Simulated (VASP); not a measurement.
# GaN in VASP: notebook

Runs on GaN. Level: r2SCAN. Tasks: single point.

All numbers are computed with VASP 6.6.1; they aren't measurements. Logs are shortened: lines on timing, memory, paths and dates and some standing lists are left out, and cuts for length are marked.

## (1) The cell of the first run

Symmetry: P6_3mc, No. 186, hexagonal system. Conventional cell: a = 3.183 Å, b = 3.183 Å, c = 5.184 Å, α = 90.00°, β = 90.00°, γ = 120.00°. Within 2.4 Å of Ga (site symmetry 3m) lie 3 N at 1.84 Å. N (site symmetry 3m) has 3 Ga at 1.84 Å within 2.4 Å.

## (2) Single point, r2SCAN (atoms displaced along a vibrational mode)

File POSCAR:

```
GaN
1.0
    3.1832849295      0.0000000000      0.0000000000
   -1.5916424648      2.7568056165      0.0000000000
    0.0000000000      0.0000000000      5.1839381315
Ga N
2 2
Direct
    0.3333333333      0.6666666667     -0.0553388205
    0.6666666667      0.3333333333      0.4446611795
    0.3333333333      0.6666666667      0.4323388205
    0.6666666667      0.3333333333      0.9323388205
```

File INCAR.step1:

```
SYSTEM = GaN
PREC = Accurate
ENCUT = 520
ISMEAR = 0
SIGMA = 0.01
LREAL = .False.
LASPH = .True.
NELM = 100
NBANDS = 26
GGA = PE
ALGO = Normal
EDIFF = 1E-4
LWAVE = .True.
LCHARG = .False.
```

File INCAR.step2:

```
SYSTEM = GaN
PREC = Accurate
ENCUT = 520
EDIFF = 1E-6
ISMEAR = 0
SIGMA = 0.01
LREAL = .False.
LASPH = .True.
NELM = 100
ALGO = Normal
ISIF = 2
LWAVE = .False.
LCHARG = .False.
METAGGA = R2SCAN
LMIXTAU = .True.
NBANDS = 26
ISTART = 1
```

File KPOINTS:

```
Automatic mesh
0
Gamma
  12 12 6
  0 0 0
```

Potentials or basis: VASP PAW PBE potentials, release 64 (Ga_d, N).

The run is started by

```bash
$ cat potpaw_PBE.64/Ga_d/POTCAR potpaw_PBE.64/N/POTCAR > POTCAR
$ cp INCAR.step1 INCAR
$ mpirun -np 1 vasp_std > vasp.out
$ cp INCAR.step2 INCAR
$ mpirun -np 1 vasp_std > vasp.out
```

OUTCAR:

```text
SYSTEM = GaN
   PREC = Accurate
   ENCUT = 520
   EDIFF = 1E-6
   ISMEAR = 0
   LREAL = .False.
   LASPH = .True.
   NELM = 100
   ISIF = 2
   METAGGA = R2SCAN
   ISTART = 1

 ion  position               nearest neighbor table
   1  0.333  0.667  0.945-   4 1.84   4 1.84   4 1.84
   2  0.667  0.333  0.445-   3 1.84   3 1.84   3 1.84
   3  0.333  0.667  0.432-   2 1.84   2 1.84   2 1.84
   4  0.667  0.333  0.932-   1 1.84   1 1.84   1 1.84

  LATTYP: Found a hexagonal cell.
 ALAT       =     3.1832849295
 C/A-ratio  =     1.6284870020

  Lattice vectors:

 A1 = (   3.1832849295,   0.0000000000,   0.0000000000)
 A2 = (  -1.5916424648,   2.7568056165,   0.0000000000)
 A3 = (   0.0000000000,   0.0000000000,   5.1839381315)

Analysis of symmetry for initial positions (statically):
=====================================================================
 Subroutine PRICEL returns:
 Original cell was already a primitive cell.

 Routine SETGRP: Setting up the symmetry group for a
 hexagonal supercell.

 Subroutine GETGRP returns: Found 12 space group operations
 (whereof  6 operations were pure point group operations)
 out of a pool of 24 trial point group operations.

The static configuration has the point symmetry C_3v.
 The point group associated with its full space group is C_6v.

Analysis of symmetry for dynamics (positions and initial velocities):
=====================================================================
 Subroutine PRICEL returns:
 Original cell was already a primitive cell.

 Routine SETGRP: Setting up the symmetry group for a
 hexagonal supercell.

 Subroutine GETGRP returns: Found 12 space group operations
 (whereof  6 operations were pure point group operations)
 out of a pool of 24 trial point group operations.

The dynamic configuration has the point symmetry C_3v.
 The point group associated with its full space group is C_6v.

 Subroutine INISYM returns: Found 12 space group operations
 (whereof  6 operations are pure point group operations),
 and found     1 'primitive' translations

----------------------------------------------------------------------------------------

                                     Primitive cell

  volume of cell :      45.4927

  direct lattice vectors                    reciprocal lattice vectors
[... 88 lines left out ...]
   LASPH  =      T    aspherical Exc in radial PAW
   ENCUT  =  520.0 eV  38.22 Ry    6.18 a.u.   5.92  5.92  9.64*2*pi/ulx,y,z
   NELM   =    100;   NELMIN=  2; NELMDL=  0     # of ELM steps
   EDIFF  = 0.1E-05   stopping-criterion for ELM
   LREAL  =      F    real-space projection
   EDIFFG = 0.1E-04   stopping-criterion for IOM
   NSW    =      0    number of steps for IOM
   IBRION =     -1    ionic relax: 0-MD 1-quasi-New 2-CG
   NFREE  =      0    steps in history (QN), initial steepest desc. (CG)
   ISIF   =      2    stress and relaxation
   ISYM   =      2    0-nonsym 1-usesym 2-fastsym
   POTIM  = 0.5000    time-step for ionic-motion
   TEBEG  =    0.0;   TEEND  =   0.0 temperature during run
   PSTRESS=    0.0 pullay stress
   NELECT =      36.0000    total number of electrons
   NUPDOWN=      -1.0000    fix difference up-down
   EMIN   =  10.00;   EMAX   =-10.00  energy-range for DOS
   EFERMI =   0.00;   METHOD = LEGACY
   ISMEAR =     0;   SIGMA  =   0.01  broadening in eV -4-tet -1-fermi 0-gaus
   EFERMI_NEDOS =   21; number of points for ismear=-14 and -15
   IALGO  =     38    algorithm
   IMIX   =      4    mixing-type and parameters
     AMIX     =   0.40;   BMIX     =  1.00
     AMIX_MAG =   1.60;   BMIX_MAG =  1.00
  volume/ion in A,a.u.               =      11.37        76.75
  Fermi-wavevector in a.u.,A,eV,Ry     =   1.514242  2.861502 31.197175  2.292928
  Thomas-Fermi vector in A             =   2.623925
   LORBIT       =      0    0 simple, 1 ext, 2 COOP (PROOUT), +10 PAW based schemes
   METAGGA = R2SCAN    functional components
   LHFCALC =     F    Hartree Fock is set to
   AEXX    =    0.0000 exact exchange contribution
   IVDW    =     0    specifies the selected vdW correction
   LEPSILON=     F    determine dielectric tensor
   LRPA    =     F    only Hartree local field effects (RPA)
 non-spin polarized calculation
 Gauss-broadening in eV      SIGMA  =   0.01
  energy-cutoff  :      520.00
  volume of cell :       45.49
 maximum number of plane-waves:      1248
 NGX is ok and might be reduce to    24
   NGX = 11   NGY = 11   NGZ = 19

 number of electron      36.0000005 magnetization

 Free energy of the ion-electron system (eV)
  ---------------------------------------------------
  ext. energy  EPLUGINS =         0.00000000
  ---------------------------------------------------
  free energy    TOTEN  =       -42.64732210 eV

  energy without entropy =      -42.64732210  energy(sigma->0) =      -42.64732210

 E-fermi :   5.3617     XC(G=0): -12.6299

 val. band max:        5.3115912855   @ k =   0.0833   0.0000   0.0000
 cond. band min:       7.6873702854   @ k =   0.0000   0.0000   0.0000
 fundamental gap:      2.3757789999
 Fermi energy:         5.3616695158

 k-point     1 :       0.0000    0.0000    0.0000
  band No.  band energies     occupation
      1     -12.0442      2.00000
      2     -11.2299      2.00000
      3      -8.9487      2.00000
      4      -8.9487      2.00000
      5      -8.9435      2.00000
      6      -8.9435      2.00000
[... 685 lines left out ...]
     25      19.0652      0.00000
     26      19.3036      0.00000

 [... further k-points ...]

------------------------ aborting loop because EDIFF is reached ----------------------------------------

  FORCE on cell =-STRESS in cart. coord.  units (eV):
  Direction    XX          YY          ZZ          XY          YZ          ZX
  --------------------------------------------------------------------------------------
  -------------------------------------------------------------------------------------
  Total        5.0295344      5.0295344     -0.3579283     -0.0000000      0.0000000     -0.0000000
  in kB      177.1319483    177.1319483    -12.6056479     -0.0000000      0.0000000     -0.0000000
  external PRESSURE =     113.8860829 kB  Pullay stress =       0.0000000 kB

 VOLUME and BASIS-vectors are now :
 -----------------------------------------------------------------------------
  energy-cutoff  :      520.00
  volume of cell :       45.49
      direct lattice vectors                 reciprocal lattice vectors
     3.183284930  0.000000000  0.000000000     0.314140902  0.181369335  0.000000000
    -1.591642465  2.756805616  0.000000000     0.000000000  0.362738669  0.000000000
     0.000000000  0.000000000  5.183938131     0.000000000  0.000000000  0.192903537

 POSITION                                       TOTAL-FORCE (eV/Angst)
 -----------------------------------------------------------------------------------
     -0.00000      1.83787      4.89707        -0.000000      0.000000      0.364244
      1.59164      0.91894      2.30510         0.000000     -0.000000      0.364244
     -0.00000      1.83787      2.24122        -0.000000      0.000000     -0.364244
      1.59164      0.91894      4.83319         0.000000     -0.000000     -0.364244
 -----------------------------------------------------------------------------------
    total drift:                               -0.000002     -0.000003      0.009414

  FREE ENERGIE OF THE ION-ELECTRON SYSTEM (eV)
  ---------------------------------------------------
  free  energy   TOTEN  =       -42.6473221009 eV

  energy  without entropy=      -42.6473221009  energy(sigma->0) =      -42.64732210
```

OUTCAR.step1:

```text
SYSTEM = GaN
   PREC = Accurate
   ENCUT = 520
   ISMEAR = 0
   LREAL = .False.
   LASPH = .True.
   NELM = 100
[... 927 lines left out ...]
      1.59164      0.91894      2.30510        -0.000000      0.000000      0.347755
     -0.00000      1.83787      2.24122         0.000000      0.000000     -0.347755
      1.59164      0.91894      4.83319        -0.000000     -0.000000     -0.347755
 -----------------------------------------------------------------------------------
    total drift:                               -0.000002     -0.000003     -0.000477

  FREE ENERGIE OF THE ION-ELECTRON SYSTEM (eV)
  ---------------------------------------------------
  free  energy   TOTEN  =       -23.1793944147 eV

  energy  without entropy=      -23.1793944147  energy(sigma->0) =      -23.17939441
```

OSZICAR.step1:

```text
N       E                     dE             d eps       ncg     rms          rms(c)
DAV:   1     0.280002680077E+03    0.28000E+03   -0.17623E+04  4372   0.258E+03
DAV:   2     0.771513562224E+01   -0.27229E+03   -0.25571E+03  4352   0.489E+02
DAV:   3    -0.265989205332E+02   -0.34314E+02   -0.33868E+02  4688   0.143E+02
DAV:   4    -0.277486508730E+02   -0.11497E+01   -0.11455E+01  4544   0.281E+01
DAV:   5    -0.277734202965E+02   -0.24769E-01   -0.24752E-01  4826   0.395E+00    0.117E+01
DAV:   6    -0.230867885807E+02    0.46866E+01   -0.12194E+01  6498   0.549E+01    0.312E+00
DAV:   7    -0.232042878961E+02   -0.11750E+00   -0.16994E+00  4186   0.964E+00    0.286E+00
DAV:   8    -0.231933366617E+02    0.10951E-01   -0.16389E-01  6248   0.599E+00    0.718E-01
DAV:   9    -0.231786369479E+02    0.14700E-01   -0.58066E-02  6456   0.406E+00    0.332E-01
DAV:  10    -0.231795363787E+02   -0.89943E-03   -0.42847E-03  4230   0.583E-01    0.867E-02
DAV:  11    -0.231793872966E+02    0.14908E-03   -0.11741E-03  4988   0.611E-01    0.391E-02
DAV:  12    -0.231793944147E+02   -0.71181E-05   -0.12605E-04  2856   0.892E-02
   1 F= -.23179394E+02 E0= -.23179394E+02  d E =-.983117E-46
```

Wall time 8.9 min (1 thread of AMD EPYC 7R13, shared host); peak memory 0.19 GiB.

Results:

| Property | Result |
| --- | --- |
| Free energy | -42.6473 eV |
| Pressure | 11.4 GPa |
| Largest force | 0.364 eV/Å |
| Band gap on the k mesh | 2.38 eV |

Forces in eV/Å, atoms in the order of the input:
```
Ga   0.000  0.000  0.364
Ga   0.000  0.000  0.364
N    0.000  0.000 -0.364
N    0.000  0.000 -0.364
```

Caveat: the cell differs from its parent crystal (atoms displaced along a vibrational mode); the cell stands under pressure; the PAW data sets were made with another functional, which shifts forces and pressure a little.

## (3) Single point, r2SCAN

File POSCAR:

```
GaN
1.0
    3.1832849295      0.0000000000      0.0000000000
   -1.5916424648      2.7568056165      0.0000000000
    0.0000000000      0.0000000000      5.1839381315
Ga N
2 2
Direct
    0.3333333333      0.6666666667     -0.0615000000
    0.6666666667      0.3333333333      0.4385000000
    0.3333333333      0.6666666667      0.4385000000
    0.6666666667      0.3333333333      0.9385000000
```

INCAR.step1: that of step 2 with these lines changed.

```diff
@@ -7,3 +7,3 @@
 LASPH = .True.
-NELM = 100
+NELM = 80
 NBANDS = 26
```

File INCAR.step2:

```
SYSTEM = GaN
PREC = Accurate
ENCUT = 520
EDIFF = 1E-6
ISMEAR = 0
SIGMA = 0.01
LREAL = .False.
LASPH = .True.
NELM = 80
ALGO = Normal
ISIF = 2
LWAVE = .False.
LCHARG = .True.
METAGGA = R2SCAN
LMIXTAU = .True.
LELF = .True.
LVHAR = .True.
NBANDS = 26
ISTART = 1
```

File KPOINTS:

```
regular mesh
0
Gamma
  12 12 6
  0 0 0
```

Potentials or basis: VASP PAW PBE potentials, release 64 (Ga_d, N).

The run is started by

```bash
$ cat potpaw_PBE.64/Ga_d/POTCAR potpaw_PBE.64/N/POTCAR > POTCAR
$ cp INCAR.step1 INCAR
$ mpirun -np 1 vasp_std > vasp.out
$ cp INCAR.step2 INCAR
$ mpirun -np 1 vasp_std > vasp.out
```

Run time: 7 min. Hardware: 1 thread of AMD EPYC 7R13, shared host; peak memory 0.19 GiB.

The run converged. Its results:

```
Free energy            : -42.6247 eV
Pressure               : 11.7 GPa
Band gap on the k mesh : 2.38 eV
```

Stress tensor (GPa, compression positive):
```
17.89  0.00  0.00
 0.00 17.89  0.00
 0.00  0.00 -0.81
```

Levels at points of the mesh, in eV from the valence-band top:
| k point | band 16 | band 17 | band 18 | band 19 | band 20 | band 21 |
| --- | --- | --- | --- | --- | --- | --- |
| (0.00, 0.00, 0.00) | -0.58 | -0.58 | 0.00 | 2.38 | 4.00 | 9.89 |
| (0.50, 0.00, 0.00) | -3.24 | -2.27 | -1.19 | 5.06 | 5.96 | 6.42 |
| (0.00, 0.00, 0.50) | -0.93 | -0.93 | -0.93 | 4.43 | 4.43 | 8.81 |
| (0.50, 0.00, 0.50) | -2.89 | -1.08 | -1.08 | 4.93 | 4.93 | 6.96 |

Caveat: the cell stands under pressure; the PAW data sets were made with another functional, which shifts forces and pressure a little.
